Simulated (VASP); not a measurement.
Wanted: the native input for a VASP 6.6.1 run.

| Item | Value |
| --- | --- |
| Task | single point |
| Functional | r2SCAN |
| Potentials or basis | VASP PAW PBE potentials, release 64 (Ge_d) |
| Cutoff | 520 eV |
| k mesh | 12 × 12 × 4 |
| Occupations | fermi-dirac, width 0.02 eV |
| Spin | no spin polarisation |
| Dipole correction | no |
| Further INCAR settings | ALGO = Normal; EDIFF = 1e-06; NBANDS = 36 |

Crystal: Ge.

```
Ge
1.0
     4.03759    0.00000    0.00000
    -2.01880    3.49666    0.00000
     0.00000    0.00000    6.57101
Ge
4
Direct
  0.33333 0.66667 0.99956
  0.66667 0.33333 0.49956
  0.33333 0.66667 0.37544
  0.66667 0.33333 0.87544
```

This cell differs from its parent crystal: epitaxial xy strain +1.0%.

The input as run:

POSCAR

```
Ge
1.0
    4.0375913594      0.0000000000      0.0000000000
   -2.0187956797      3.4966566874      0.0000000000
    0.0000000000      0.0000000000      6.5710148446
Ge
4
Direct
    0.3333333333      0.6666666667     -0.0004448524
    0.6666666667      0.3333333333      0.4995551476
    0.3333333333      0.6666666667      0.3754448524
    0.6666666667      0.3333333333      0.8754448524
```

INCAR.step1

```
ALGO = Normal ; EDIFF = 1E-4
ENCUT = 520 ; GGA = PE
ISMEAR = -1 ; LASPH = T
LCHARG = F ; LREAL = F
LWAVE = T ; NBANDS = 36
NELM = 100 ; PREC = Accurate
SIGMA = 0.02
```

INCAR.step2

```
ALGO = Normal ; EDIFF = 1E-6
ENCUT = 520 ; ISIF = 2
ISMEAR = -1 ; ISTART = 1
LASPH = T ; LCHARG = T
LELF = T ; LMIXTAU = T
LREAL = F ; LVHAR = T
LWAVE = F ; METAGGA = R2SCAN
NBANDS = 36 ; NELM = 100
PREC = Accurate ; SIGMA = 0.02
```

KPOINTS

```
k-points
0
Gamma
  12 12 4
```

Potentials or basis: VASP PAW PBE potentials, release 64 (Ge_d).

Launch:

```sh
$ cat potpaw_PBE.64/Ge_d/POTCAR > POTCAR
$ cp INCAR.step1 INCAR
$ mpirun -np 1 vasp_std > vasp.out
$ cp INCAR.step2 INCAR
$ mpirun -np 1 vasp_std > vasp.out
```

Results of the run:

```
Pressure               : -1.0 GPa
Largest force          : 0.006 eV/Å
Band gap on the k mesh : zero (filled and empty bands touch)
```

Caveat: the cell differs from its parent crystal (epitaxial xy strain +1.0%); the PAW data sets were made with another functional, which shifts forces and pressure a little.

It took 12 min on 1 thread of Oxide Virtual Turin-like Processor, with other jobs on the host, peak memory 0.26 GiB.
